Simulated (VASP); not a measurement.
A run of VASP 6.6.1 is set up as follows.

Contents of INCAR:

```
PREC     = Accurate       # precision mode
ENCUT    = 520            # plane-wave cutoff, eV
EDIFF    = 1E-6           # SCF threshold, eV
ISMEAR   = 0              # smearing method
SIGMA    = 0.1            # smearing width, eV
LREAL    = F              # projectors in reciprocal space
LASPH    = T              # aspherical terms in the spheres
NELM     = 150            # most SCF steps
ALGO     = Fast           # electronic algorithm
ISIF     = 2              # what is computed and relaxed
LWAVE    = F              # write WAVECAR
LCHARG   = T              # write CHGCAR
ISPIN    = 2              # spin polarisation
MAGMOM   = 0 2 2 2 2 2    # initial moments
LORBIT   = 11             # projections on sites
LMAXMIX  = 4              # l up to which the mixer works
GGA      = PE             # functional
LELF     = T              # ELF
LVHAR    = T            
NBANDS   = 40             # bands
```

The input KPOINTS:

```
Automatic mesh
0
Gamma
  6 6 2
```

File POSCAR:

```
AlNi5
1.0
    2.5922533877      0.0000000000      0.0000000000
    0.0000000000      2.5922533877      0.0000000000
    0.0000000000      0.0000000000     10.0630801371
Al Ni
1 5
Direct
    0.0000000000      0.0000000000      0.0000000000
    0.5000000000      0.5000000000      0.1658993242
    0.0000000000      0.0000000000      0.3361708971
    0.5000000000      0.5000000000      0.5000000000
    0.0000000000      0.0000000000      0.6638291029
    0.5000000000      0.5000000000      0.8341006758
```

Potentials or basis: VASP PAW PBE potentials, release 64 (Al, Ni).

The run is started by

```bash
$ cat potpaw_PBE.64/Al/POTCAR potpaw_PBE.64/Ni/POTCAR > POTCAR
$ mpirun -np 1 vasp_std > vasp.out
```

Task: Predict the site moments.

Result: Al -0.00; Ni +0.02, +0.48, +0.60 μB.

Task: What does it give for the net moment?

Result: 1.55 μB per cell.

Task: Predict the largest force.

Result: 0.004 eV/Å.

Stress tensor (GPa, compression positive):
```
 0.19  0.00  0.00
 0.00  0.19  0.00
 0.00  0.00 -0.13
```

Caveat: the k points lie up to 0.40 Å⁻¹ apart.
